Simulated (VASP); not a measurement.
# CdS (I-4m2) in VASP: further runs

Runs on CdS. Level: PBE. Tasks: electric field gradients.

Everything below comes from runs of VASP 6.6.1. Logs are shortened: lines on timing, memory, paths and dates and some standing lists are left out, and cuts for length are marked.

## 1. The cell of the first run

The structure is tetragonal, space group I-4m2 (No. 119). Conventional cell: a = 4.162 Å, b = 4.162 Å, c = 5.827 Å, α = 90.00°, β = 90.00°, γ = 90.00°. Within 3.4 Å of Cd (site symmetry -4m2) lie 4 S at 2.54 Å. Within 3.4 Å of S (site symmetry -4m2) lie 4 Cd at 2.54 Å.

## 2. Electric field gradients, PBE (zz strain of -1 %)

The input, INCAR:

```
SYSTEM = CdS
ALGO     = Normal         ! electronic algorithm
EDIFF    = 1E-8           ! SCF threshold, eV
ENCUT    = 400            ! plane-wave cutoff, eV
GGA      = PE             ! functional
GGA_COMPAT= .FALSE.      
ISIF     = 2              ! what is computed and relaxed
ISMEAR   = -1             ! smearing method
LASPH    = .TRUE.         ! aspherical terms in the spheres
LCHARG   = .FALSE.        ! write CHGCAR
LEFG     = .TRUE.       
LREAL    = .FALSE.        ! projectors in reciprocal space
LWAVE    = .FALSE.        ! write WAVECAR
NBANDS   = 16             ! bands
NELM     = 120            ! most SCF steps
PREC     = Accurate       ! precision mode
SIGMA    = 0.02           ! smearing width, eV
```

The input, KPOINTS:

```
k-points
0
G
  7 7 7
  0 0 0
```

The input, POSCAR:

```
CdS
1.0
    0.0000000000      2.9429534649      2.9135239302
    2.9429534649      0.0000000000      2.9135239302
    2.9429534649      2.9429534649      0.0000000000
Cd S
1 1
Direct
    0.0000000000      0.0000000000      0.0000000000
    0.7500000000      0.7500000000      0.7500000000
```

Potentials or basis: VASP PAW PBE potentials, release 64 (Cd, S).

Started as:

```
> cat potpaw_PBE.64/Cd/POTCAR potpaw_PBE.64/S/POTCAR > POTCAR
> mpirun -np 1 vasp_std > vasp.out
```

OUTCAR:

```text
SYSTEM = CdS
   EDIFF = 1E-8
   ENCUT = 400
   GGA = PE
   ISIF = 2
   ISMEAR = -1
   LASPH = .TRUE.
   LREAL = .FALSE.
   NELM = 120
   PREC = Accurate

 ion  position               nearest neighbor table
   1  0.000  0.000  0.000-   2 2.54   2 2.54   2 2.54   2 2.54
   2  0.750  0.750  0.750-   1 2.54   1 2.54   1 2.54   1 2.54

  LATTYP: Found a body centered tetragonal cell.
 ALAT       =     4.1619647035
 C/A-ratio  =     1.4000714267

  Lattice vectors:

 A1 = (   0.0000000000,  -2.9429534649,  -2.9135239302)
 A2 = (   0.0000000000,   2.9429534649,  -2.9135239302)
 A3 = (   2.9429534649,   0.0000000000,   2.9135239302)

Analysis of symmetry for initial positions (statically):
=====================================================================
 Subroutine PRICEL returns:
 Original cell was already a primitive cell.

 Routine SETGRP: Setting up the symmetry group for a
 body centered tetragonal supercell.

 Subroutine GETGRP returns: Found  8 space group operations
 (whereof  8 operations were pure point group operations)
 out of a pool of 16 trial point group operations.

The static configuration has the point symmetry D_2d.

Analysis of symmetry for dynamics (positions and initial velocities):
=====================================================================
 Subroutine PRICEL returns:
 Original cell was already a primitive cell.

 Routine SETGRP: Setting up the symmetry group for a
 body centered tetragonal supercell.

 Subroutine GETGRP returns: Found  8 space group operations
 (whereof  8 operations were pure point group operations)
 out of a pool of 16 trial point group operations.

The dynamic configuration has the point symmetry D_2d.

 Subroutine INISYM returns: Found  8 space group operations
 (whereof  8 operations are pure point group operations),
 and found     1 'primitive' translations

----------------------------------------------------------------------------------------

                                     Primitive cell

  volume of cell :      50.4679

  direct lattice vectors                    reciprocal lattice vectors
     0.000000000  2.942953465  2.913523930    -0.169897352  0.169897352  0.171613487
     2.942953465  0.000000000  2.913523930     0.169897352 -0.169897352  0.171613487
     2.942953465  2.942953465  0.000000000     0.169897352  0.169897352 -0.171613487

  length of vectors
     4.141207166  4.141207166  4.161964703     0.295264981  0.295264981  0.295264981

  position of ions in fractional coordinates (direct lattice)
     0.000000000  0.000000000  0.000000000
     0.750000000  0.750000000  0.750000000

  ion indices of the primitive-cell ions
   primitive index   ion index
                 1           1
                 2           2

----------------------------------------------------------------------------------------

 KPOINTS: k-points

Automatic generation of k-mesh.
 Grid dimensions read from file:
 generate k-points for:    7    7    7

 Generating k-lattice:

  Cartesian coordinates                     Fractional coordinates (reciprocal lattice)
    -0.024271050  0.024271050  0.024516212     0.142857143 -0.000000000  0.000000000
     0.024271050 -0.024271050  0.024516212    -0.000000000  0.142857143  0.000000000
     0.024271050  0.024271050 -0.024516212     0.000000000  0.000000000  0.142857143

  Length of vectors
     0.042180712  0.042180712  0.042180712

  Shift w.r.t. Gamma in fractional coordinates (k-lattice)
     0.000000000  0.000000000  0.000000000

 Subroutine IBZKPT returns following result:
 ===========================================

 Found     40 irreducible k-points:

 Following reciprocal coordinates:
            Coordinates               Weight
  0.000000  0.000000  0.000000      1.000000
  0.142857  0.000000  0.000000      8.000000
  0.285714  0.000000  0.000000      8.000000
  0.428571 -0.000000  0.000000      8.000000
  0.142857  0.142857  0.000000      2.000000
  0.285714  0.142857  0.000000      8.000000
[... 16 lines left out ...]
  0.428571  0.285714  0.142857      8.000000
 -0.428571  0.285714  0.142857     16.000000
 [... further k-points ...]
   k-points           NKPTS =     40   k-points in BZ     NKDIM =     40   number of bands    NBANDS=     16
   number of dos      NEDOS =    301   number of ions     NIONS =      2
   total plane-waves  NPLWV =  21952
   dimension x,y,z NGX =    28 NGY =   28 NGZ =   28
   dimension x,y,z NGXF=    56 NGYF=   56 NGZF=   56
   ions per type =               1   1
   NGX,Y,Z   is equivalent  to a cutoff of  11.24, 11.24, 11.18 a.u.
   NGXF,Y,Z  is equivalent  to a cutoff of  22.48, 22.48, 22.37 a.u.
 SYSTEM =  CdS
   PREC   = accura    normal or accurate (medium, high low for compatibility)
   ISTART =      0    job   : 0-new  1-cont  2-samecut
   ICHARG =      2    charge: 1-file 2-atom 10-const
   ISPIN  =      1    spin polarized calculation?
   LNONCOLLINEAR =      F non collinear calculations
   LSORBIT =      F    spin-orbit coupling
   LASPH  =      T    aspherical Exc in radial PAW
   ENCUT  =  400.0 eV  29.40 Ry    5.42 a.u.   6.75  6.75  6.79*2*pi/ulx,y,z
   NELM   =    120;   NELMIN=  2; NELMDL= -5     # of ELM steps
   EDIFF  = 0.1E-07   stopping-criterion for ELM
   LREAL  =      F    real-space projection
   EDIFFG = 0.1E-06   stopping-criterion for IOM
   NSW    =      0    number of steps for IOM
   IBRION =     -1    ionic relax: 0-MD 1-quasi-New 2-CG
   NFREE  =      0    steps in history (QN), initial steepest desc. (CG)
   ISIF   =      2    stress and relaxation
   ISYM   =      2    0-nonsym 1-usesym 2-fastsym
   POTIM  = 0.5000    time-step for ionic-motion
   TEBEG  =    0.0;   TEEND  =   0.0 temperature during run
   PSTRESS=    0.0 pullay stress
   NELECT =      18.0000    total number of electrons
   NUPDOWN=      -1.0000    fix difference up-down
   EMIN   =  10.00;   EMAX   =-10.00  energy-range for DOS
   EFERMI =   0.00;   METHOD = LEGACY
   ISMEAR =    -1;   SIGMA  =   0.02  broadening in eV -4-tet -1-fermi 0-gaus
   EFERMI_NEDOS =   21; number of points for ismear=-14 and -15
   IALGO  =     38    algorithm
   IMIX   =      4    mixing-type and parameters
     AMIX     =   0.40;   BMIX     =  1.00
     AMIX_MAG =   1.60;   BMIX_MAG =  1.00
  volume/ion in A,a.u.               =      25.23       170.29
  Fermi-wavevector in a.u.,A,eV,Ry     =   1.160987  2.193947 18.339155  1.347890
  Thomas-Fermi vector in A             =   2.297563
   LORBIT       =      0    0 simple, 1 ext, 2 COOP (PROOUT), +10 PAW based schemes
   GGA     = PE    functional components
   LHFCALC =     F    Hartree Fock is set to
   AEXX    =    0.0000 exact exchange contribution
   IVDW    =     0    specifies the selected vdW correction
   LEPSILON=     F    determine dielectric tensor
   LRPA    =     F    only Hartree local field effects (RPA)
 non-spin polarized calculation
  energy-cutoff  :      400.00
  volume of cell :       50.47
 maximum number of plane-waves:       930
   NGX = 13   NGY = 13   NGZ = 13

 number of electron      17.9999990 magnetization

 Free energy of the ion-electron system (eV)
  ---------------------------------------------------
  ext. energy  EPLUGINS =         0.00000000
  ---------------------------------------------------
  free energy    TOTEN  =        -6.13203692 eV

  energy without entropy =       -6.13203692  energy(sigma->0) =       -6.13203692

 E-fermi :   1.6349     XC(G=0):  -9.0701

 val. band max:        1.1904912411   @ k =   0.0000   0.0000   0.0000
 cond. band min:       2.2807686247   @ k =   0.0000   0.0000   0.0000
 fundamental gap:      1.0902773836
 Fermi energy:         1.6348531707

 k-point     1 :       0.0000    0.0000    0.0000
  band No.  band energies     occupation
      1     -11.0962      2.00000
      2      -6.4976      2.00000
      3      -6.4976      2.00000
      4      -6.4917      2.00000
      5      -6.0409      2.00000
      6      -6.0365      2.00000
[... 8 lines left out ...]
     15      12.5576      0.00000
     16      12.6956      0.00000

 k-point     2 :       0.1429    0.0000    0.0000
  band No.  band energies     occupation
      1     -11.0193      2.00000
      2      -6.4702      2.00000
      3      -6.4662      2.00000
      4      -6.4249      2.00000
      5      -6.0407      2.00000
      6      -6.0381      2.00000
[... 8 lines left out ...]
     15      11.9889      0.00000
     16      13.0825      0.00000
[... 387 lines left out ...]
      5      -6.0072      2.00000
      6      -5.9024      2.00000
[... 8 lines left out ...]
     15      13.6354      0.00000
     16      15.1255      0.00000

 k-point    24 :      -0.4286    0.2857    0.1429
  band No.  band energies     occupation
      1     -10.6236      2.00000
      2      -6.3267      2.00000
      3      -6.2935      2.00000
      4      -6.0879      2.00000
      5      -6.0081      2.00000
      6      -5.6018      2.00000
[... 8 lines left out ...]
     15      13.4527      0.00000
     16      14.5541      0.00000

 [... further k-points ...]
[... 5 lines left out ...]
  --------------------------------------------------------------------------------------
  -------------------------------------------------------------------------------------
  Total        0.5144511      0.5144511      0.5680983      0.0000000      0.0000000      0.0000000
  in kB       16.3319962     16.3319962     18.0351068      0.0000000      0.0000000      0.0000000
  external PRESSURE =      16.8996998 kB  Pullay stress =       0.0000000 kB

 VOLUME and BASIS-vectors are now :
 -----------------------------------------------------------------------------
  energy-cutoff  :      400.00
  volume of cell :       50.47
      direct lattice vectors                 reciprocal lattice vectors
     0.000000000  2.942953465  2.913523930    -0.169897352  0.169897352  0.171613487
     2.942953465  0.000000000  2.913523930     0.169897352 -0.169897352  0.171613487
     2.942953465  2.942953465  0.000000000     0.169897352  0.169897352 -0.171613487

 POSITION                                       TOTAL-FORCE (eV/Angst)
 -----------------------------------------------------------------------------------
      0.00000      0.00000      0.00000         0.000000      0.000000      0.000000
      4.41443      4.41443      4.37029        -0.000000     -0.000000     -0.000000
 -----------------------------------------------------------------------------------
    total drift:                               -0.000000     -0.000000     -0.000000

  FREE ENERGIE OF THE ION-ELECTRON SYSTEM (eV)
  ---------------------------------------------------
  free  energy   TOTEN  =        -6.1320369207 eV

  energy  without entropy=       -6.1320369207  energy(sigma->0) =       -6.13203692

 Electric field gradients (V/A^2)
---------------------------------------------------------------------
 ion       V_xx      V_yy      V_zz      V_xy      V_xz      V_yz
---------------------------------------------------------------------
   1      -1.544    -1.544     3.088     0.002     0.002     0.002
   2       0.948     0.948    -1.897    -0.000    -0.000    -0.000
---------------------------------------------------------------------

 Electric field gradients after diagonalization (V/A^2)
 (convention: |V_zz| > |V_xx| > |V_yy|)
----------------------------------------------------------------------
 ion       V_xx      V_yy      V_zz     asymmetry (V_yy - V_xx)/ V_zz
----------------------------------------------------------------------
   1      -1.546    -1.543     3.088       0.001
   2       0.948     0.948    -1.897       0.000
----------------------------------------------------------------------

           NMR quadrupolar parameters

 Cq : quadrupolar parameter    Cq=e*Q*V_zz/h
 eta: asymmetry parameters     (V_yy - V_xx)/ V_zz
 Q  : nuclear electric quadrupole moment in mb (millibarn)
----------------------------------------------------------------------
 ion       Cq(MHz)       eta       Q (mb)
----------------------------------------------------------------------
   1       0.007       0.001       1.000
   2      -0.005       0.000       1.000
----------------------------------------------------------------------
```

It took 16 s on 1 thread of Intel Xeon Platinum 8488C (Sapphire Rapids), shared host; peak memory 0.16 GiB.

What came out:

```
Free energy            : -6.1320 eV
Pressure               : 1.7 GPa
Band gap on the k mesh : 1.09 eV, direct
```

Stress tensor (GPa, compression positive):
```
1.63 0.00 0.00
0.00 1.63 0.00
0.00 0.00 1.80
```

Electric field gradients, principal values (V/Å²):
| atom | least | middle | greatest (by size) |
| --- | --- | --- | --- |
| 1 Cd | -1.543 | -1.546 | 3.088 |
| 2 S | 0.948 | 0.948 | -1.897 |

Caveat: the cell differs from its parent crystal (zz strain of -1 %); without QUAD_EFG the Cq values of the log hold for a quadrupole moment of 1 mb, not for the nuclei.

## 3. Electric field gradients, PBE (zz strain of +2 %)

The input, INCAR:

```
SYSTEM = CdS
PREC = Accurate ; ENCUT = 400
EDIFF = 1E-8 ; ISMEAR = -1
SIGMA = 0.02 ; LREAL = .False.
LASPH = .True. ; NELM = 120
ALGO = Normal ; ISIF = 2
LWAVE = .False. ; LCHARG = .False.
GGA = PE ; LEFG = .True.
NBANDS = 16 ; GGA_COMPAT = .False.
```

The input, KPOINTS:

```
Automatic mesh
0
Gamma
  7 7 7
  0 0 0
```

The input, POSCAR:

```
CdS
1.0
    0.0000000000      2.9429534649      3.0018125342
    2.9429534649      0.0000000000      3.0018125342
    2.9429534649      2.9429534649      0.0000000000
Cd S
1 1
Direct
    0.0000000000      0.0000000000      0.0000000000
    0.7500000000      0.7500000000      0.7500000000
```

Potentials or basis: VASP PAW PBE potentials, release 64 (Cd, S).

Started as:

```
> cat potpaw_PBE.64/Cd/POTCAR potpaw_PBE.64/S/POTCAR > POTCAR
> mpirun -np 1 vasp_std > vasp.out
```

OUTCAR:

```text
SYSTEM = CdS
   PREC = Accurate
   ENCUT = 400
   EDIFF = 1E-8
   ISMEAR = -1
   LREAL = .False.
   LASPH = .True.
   NELM = 120
   ISIF = 2
   GGA = PE

 ion  position               nearest neighbor table
   1  0.000  0.000  0.000-   2 2.57   2 2.57   2 2.57   2 2.57
   2  0.750  0.750  0.750-   1 2.57   1 2.57   1 2.57   1 2.57

  LATTYP: Found a body centered tetragonal cell.
 ALAT       =     4.1619647035
 C/A-ratio  =     1.4424978336

  Lattice vectors:

 A1 = (  -2.9429534649,   0.0000000000,   3.0018125342)
 A2 = (   2.9429534649,   0.0000000000,   3.0018125342)
[... 668 lines left out ...]
  free  energy   TOTEN  =        -6.1430149309 eV

  energy  without entropy=       -6.1430149308  energy(sigma->0) =       -6.14301493

 Electric field gradients (V/A^2)
---------------------------------------------------------------------
 ion       V_xx      V_yy      V_zz      V_xy      V_xz      V_yz
---------------------------------------------------------------------
   1       2.932     2.932    -5.864     0.002     0.001     0.001
   2      -1.930    -1.930     3.860    -0.000    -0.000    -0.000
---------------------------------------------------------------------

 Electric field gradients after diagonalization (V/A^2)
 (convention: |V_zz| > |V_xx| > |V_yy|)
----------------------------------------------------------------------
 ion       V_xx      V_yy      V_zz     asymmetry (V_yy - V_xx)/ V_zz
----------------------------------------------------------------------
   1       2.934     2.930    -5.864       0.001
   2      -1.930    -1.930     3.860       0.000
----------------------------------------------------------------------

           NMR quadrupolar parameters

 Cq : quadrupolar parameter    Cq=e*Q*V_zz/h
 eta: asymmetry parameters     (V_yy - V_xx)/ V_zz
 Q  : nuclear electric quadrupole moment in mb (millibarn)
----------------------------------------------------------------------
 ion       Cq(MHz)       eta       Q (mb)
----------------------------------------------------------------------
   1      -0.014       0.001       1.000
   2       0.009       0.000       1.000
----------------------------------------------------------------------
```

OSZICAR:

```text
N       E                     dE             d eps       ncg     rms          rms(c)
DAV:   1     0.927053809342E+02    0.92705E+02   -0.78693E+03  1304   0.825E+02
DAV:   2    -0.326658644914E+01   -0.95972E+02   -0.91395E+02  1592   0.231E+02
DAV:   3    -0.667656693428E+01   -0.34100E+01   -0.34052E+01  1536   0.458E+01
DAV:   4    -0.669750487455E+01   -0.20938E-01   -0.20936E-01  1696   0.345E+00
DAV:   5    -0.669779547827E+01   -0.29060E-03   -0.29060E-03  1544   0.375E-01    0.737E+00
DAV:   6    -0.616113154120E+01    0.53666E+00   -0.86167E-01  1952   0.112E+01    0.603E+00
DAV:   7    -0.614271809558E+01    0.18413E-01   -0.18343E-01  1672   0.293E+00    0.300E+00
DAV:   8    -0.614281806346E+01   -0.99968E-04   -0.16010E-02  1480   0.155E+00    0.273E-01
DAV:   9    -0.614278436592E+01    0.33698E-04   -0.17461E-03  1664   0.587E-01    0.637E-02
DAV:  10    -0.614293407660E+01   -0.14971E-03   -0.23421E-04  1640   0.139E-01    0.726E-02
DAV:  11    -0.614302057472E+01   -0.86498E-04   -0.14401E-04  1608   0.867E-02    0.287E-02
DAV:  12    -0.614301400737E+01    0.65674E-05   -0.19660E-05  1584   0.538E-02    0.879E-03
DAV:  13    -0.614301498203E+01   -0.97466E-06   -0.26452E-06  1584   0.963E-03    0.571E-03
DAV:  14    -0.614301494805E+01    0.33979E-07   -0.25186E-07  1728   0.312E-03    0.420E-03
DAV:  15    -0.614301493701E+01    0.11041E-07   -0.17606E-08  1496   0.762E-04    0.194E-03
DAV:  16    -0.614301493087E+01    0.61350E-08   -0.24143E-09  1384   0.287E-04
   1 F= -.61430149E+01 E0= -.61430149E+01  d E =-.328485E-10
```

stdout:

```text
POSCAR found type information on POSCAR CdS
 POSCAR found :  2 types and       2 ions
 scaLAPACK will be used
 LDA part: xc-table for (Slater+PW92), standard interpolation
 POSCAR, INCAR and KPOINTS ok, starting setup
 FFT: planning ... GRIDC
 FFT: planning ... GRID_SOFT
 FFT: planning ... GRID
 WAVECAR not read
 entering main loop
ion   1

ion   2
```

Run time: 15 s. Hardware: 1 thread of Intel Xeon Platinum 8488C (Sapphire Rapids), shared host; peak memory 0.16 GiB.

Results:

```
Free energy            : -6.1430 eV
Pressure               : -0.1 GPa
Band gap on the k mesh : 1.02 eV, direct
```

Electric field gradients, principal values (V/Å²):
| atom | least | middle | greatest (by size) |
| --- | --- | --- | --- |
| 1 Cd | 2.930 | 2.934 | -5.864 |
| 2 S | -1.930 | -1.930 | 3.860 |

Caveat: the cell differs from its parent crystal (zz strain of +2 %); without QUAD_EFG the Cq values of the log hold for a quadrupole moment of 1 mb, not for the nuclei.
